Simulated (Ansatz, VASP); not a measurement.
# PbSe: VASP beside Ansatz

```
Pb Se
1.0
     4.35522    0.00000    0.00000
    -0.01017    4.35521    0.00000
    -2.17253   -2.17761   11.83861
Pb Se
2 2
Direct
  0.80684 0.80730 0.61844
  0.18545 0.19981 0.38238
  0.28733 0.32315 0.62319
  0.68427 0.69990 0.37796
```

Change from the starting cell: volume scaled by 0.96.

Alike in both runs: task single point; functional PBE; k mesh 6 × 6 × 3; occupations fermi-dirac, width 0.05 eV; no spin polarisation.

```csv
,VASP,Ansatz
version,VASP 6.6.1,Ansatz 0.2.0
potentials or method,"VASP PAW PBE potentials, release 64 (Pb_d, Se), cutoff 520 eV","all-electron LAPW, scalar-relativistic"
```

|  | VASP | Ansatz | Ansatz less VASP |
| --- | --- | --- | --- |
| gap on the k mesh at the Fermi level (eV) | 1.56 | 1.56 | -0.001 |
| least direct gap on the mesh (eV) | 1.56 | 1.56 | -0.001 |
| rms of the force components (eV/Å) | 0.056 | 0.056 | +0.0002 |

Atom by atom the forces differ by 0.004 eV/Å (rms over components). Ansatz ran all-electron here, and VASP with PAW potentials.

Neither program's run includes spin-orbit coupling.
